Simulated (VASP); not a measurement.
Crystal: CuAu.

```
Au Cu
1.0
     2.81075    0.00000    0.00000
     0.00000    2.81075    0.00000
     0.00000    0.00000    3.68500
Au Cu
1 1
Direct
  0.99294 0.00315 0.98443
  0.49656 0.48971 0.49476
```

This cell differs from its parent crystal: atoms moved at random.

Base run:

```yaml
Program: VASP 6.6.1
Functional: PBE
Potentials_or_basis: VASP PAW PBE potentials, release 64 (Au, Cu)
Cutoff: 520 eV
k_mesh: 9 × 9 × 7
Occupations: fermi-dirac, width 0.05 eV
Spin: no spin polarisation
```

Its results: band gap on the k mesh zero (band 11 reaches 12.19 eV, above the bottom of band 12 at 6.78 eV); pressure 4.9 GPa; largest force 0.305 eV/Å.

The run is repeated on the same cell with these changes: functional from PBE to PBEsol; further incar settings from ALGO = Fast; EDIFF = 1e-06; NBANDS = 18 to ALGO = Fast; EDIFF = 1e-07; NBANDS = 18. What comes out?

Band gap on the k mesh zero (band 11 reaches 11.96 eV, above the bottom of band 12 at 6.60 eV); pressure -3.7 GPa; largest force 0.276 eV/Å.

Caveats: spin-orbit coupling is left out, which moves the levels of the heavy elements; the PAW data sets were made with another functional, which shifts forces and pressure a little (some runs).
